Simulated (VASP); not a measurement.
Set up this calculation in VASP 6.6.1, as the native input.

```
Task                   : single point
Functional             : LDA
Potentials or basis    : VASP PAW LDA potentials, release 64 (Al, N)
Cutoff                 : 520 eV
k mesh                 : 15 × 15 × 15
Occupations            : fermi-dirac, width 0.1 eV
Spin                   : no spin polarisation
Dipole correction      : no
Further INCAR settings : ALGO = Normal; EDIFF = 1e-07; NBANDS = 11
```

The structure of AlN (rocksalt type) lies in POSCAR:

```
AlN
1.0
    0.0000000000      1.8617124576      1.8617124576
    1.8617124576      0.0000000000      1.8617124576
    1.8617124576      1.8617124576      0.0000000000
Al N
1 1
Direct
    0.0000000000      0.0000000000      0.0000000000
    0.5000000000      0.5000000000      0.5000000000
```

This cell differs from its parent crystal: volume scaled by 0.8, source ansatz.

One way to write it, as run:

INCAR

```
SYSTEM = AlN
  PREC = Accurate
  ENCUT = 520
  EDIFF = 1E-7
  ISMEAR = -1
  SIGMA = 0.1
  LREAL = .FALSE.
  LASPH = .TRUE.
  NELM = 80
  ALGO = Normal
  ISIF = 2
  LWAVE = .FALSE.
  LCHARG = .TRUE.
  GGA = CA
  LELF = .TRUE.
  LVHAR = .TRUE.
  NBANDS = 11
```

KPOINTS

```
regular mesh
0
G
  15 15 15
  0 0 0
```

Potentials or basis: VASP PAW LDA potentials, release 64 (Al, N).

Launch:

```sh
$ cat potpaw_LDA.64/Al/POTCAR potpaw_LDA.64/N/POTCAR > POTCAR
$ mpirun -np 1 vasp_std > vasp.out
```

It gave:

```
Pressure               : 97.5 GPa
Band gap on the k mesh : 4.65 eV, indirect (least direct gap 8.13 eV)
```

It took 22 s on 1 thread of AMD EPYC 7R43 64-Core Processor (Zen 3), on a shared host, peak memory 0.09 GiB.
